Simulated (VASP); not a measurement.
Wanted: the native input for a VASP 6.6.1 run.

| Item | Value |
| --- | --- |
| Task | single point |
| Functional | PBE |
| Potentials or basis | VASP PAW PBE potentials, release 64 (C) |
| Cutoff | 520 eV |
| k mesh | 1 × 1 × 1, shifted |
| Occupations | fermi-dirac, width 0.01 eV |
| Spin | no spin polarisation |
| Dipole correction | no |
| Further INCAR settings | LREAL = Auto; ALGO = Normal; EDIFF = 1e-06; NBANDS = 88 |

The structure of C (a cell with a defect) lies in POSCAR:

```
C
1.0
   -3.5716218700      3.5716218700      3.5716218700
    3.5716218700     -3.5716218700      3.5716218700
    3.5716218700      3.5716218700     -3.5716218700
C
33
Direct
   -0.0126753340     -0.0401375076     -0.0246130479
   -0.0040606202      0.2517367551      0.7635193756
   -0.0056943318      0.5063751332      0.5070260979
   -0.0046030909      0.7545478212      0.2498654764
    0.2513766946      0.0016883086      0.7452789228
    0.2343711150      0.2692517671      0.5318786728
    0.2662783281      0.5481429925      0.2848333438
    0.2492545494      0.7446240383      0.0002451267
    0.5046841647      0.0183244482      0.5057030295
    0.5132479212      0.2388155944      0.2223862237
    0.5052614934      0.5052151559      0.0090965677
    0.5063119966      0.7634546991      0.7619850586
    0.7545994784      0.0028722245      0.2573857294
    0.7625243094      0.2563227669      0.0015406166
    0.7381099108      0.4897527128      0.7437229070
    0.7460277423      0.7535222367      0.4981721371
   -0.0049337530     -0.0070616378      0.7428745530
   -0.0100231775      0.2572331376      0.5202973796
    0.0006677639      0.5150821019      0.2594679767
   -0.0131622276      0.7270226509     -0.0130569533
    0.2468116817      0.0099885994      0.4984535219
    0.2502526954      0.1643992621      0.1638754105
    0.2538118628      0.5023205326      0.0130962912
    0.2503135921      0.7540438484      0.7536452900
    0.5055232793     -0.0014592810      0.2477734296
    0.5138084508      0.2508308641     -0.0099202831
    0.4999914787      0.5095538011      0.7643961481
    0.5106337027      0.7810567864      0.5171490900
    0.7614556073      0.0057277900      0.0088069233
    0.7503161302      0.2540371106      0.7536237312
    0.7391489346      0.4980776422      0.4941596743
    0.7503224298      0.7540395087      0.2536396721
    0.2505571789      0.3437758936      0.3435064082
```

One way to write it, as run:

INCAR

```
SYSTEM = C
  ALGO = Normal
  EDIFF = 1E-6
  ENCUT = 520
  GGA = PE
  GGA_COMPAT = .False.
  ISIF = 2
  ISMEAR = -1
  LASPH = .True.
  LCHARG = .False.
  LREAL = Auto
  LWAVE = .False.
  NBANDS = 88
  NELM = 120
  PREC = Accurate
  SIGMA = 0.01
```

KPOINTS

```
Automatic mesh
0
Gamma
  1 1 1
  0.25 0.25 0.25
```

Potentials or basis: VASP PAW PBE potentials, release 64 (C).

Run with:

```bash
$ cat potpaw_PBE.64/C/POTCAR > POTCAR
$ mpirun -np 1 vasp_std > vasp.out
```

It gave:

- Pressure: 25.9 GPa
- Largest force: 0.077 eV/Å
- Band gap on the k mesh: 0.87 eV

Caveat: the k points lie up to 1.24 Å⁻¹ apart.

Run time: 28 s on 1 thread of Intel(R) Xeon(R) 6975P-C (Granite Rapids) (shared host), peak memory 0.29 GiB.
